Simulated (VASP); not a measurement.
A run of VASP 6.6.1 is set up as follows.

INCAR

```
  PREC = Accurate
  ENCUT = 520
  EDIFF = 1E-7
  ISMEAR = 0
  SIGMA = 0.02
  LREAL = False
  LASPH = True
  NELM = 100
  ALGO = Normal
  ISIF = 2
  LWAVE = False
  LCHARG = False
  LDIPOL = True
  IDIPOL = 3
  DIPOL = 0.5 0.5 0.500
  GGA = PE
  IVDW = 12
  NBANDS = 20
```

File KPOINTS:

```
Automatic mesh
0
Gamma
  12 12 1
```

The input POSCAR:

```
WS2
1.0
    3.1593824567      0.0000000000      0.0000000000
   -1.5796912283      2.7361054677      0.0000000000
    0.0000000000      0.0000000000     32.2996392432
S W
2 1
Direct
    0.3333333333      0.6666666667      0.4512038809
    0.3333333333      0.6666666667      0.5487961191
    0.6666666667      0.3333333333      0.5000000000
```

Potentials or basis: VASP PAW PBE potentials, release 64 (S, W_sv).

Command:

```console
$ cat potpaw_PBE.64/S/POTCAR potpaw_PBE.64/W_sv/POTCAR > POTCAR
$ mpirun -np 1 vasp_std > vasp.out
```

Task: What does it give for the largest force?

Result: 0.003 eV/Å.

Task: Estimate the dispersion energy per atom.

Result: -0.310 eV.

Task: Predict the band gap on the k mesh.

Result: 1.92 eV, direct.

Forces on the atoms (eV/Å):
```
S    0.000  0.000 -0.003
S    0.000  0.000  0.003
W    0.000  0.000  0.000
```

Caveat: spin-orbit coupling is left out, which moves the levels of the heavy elements.
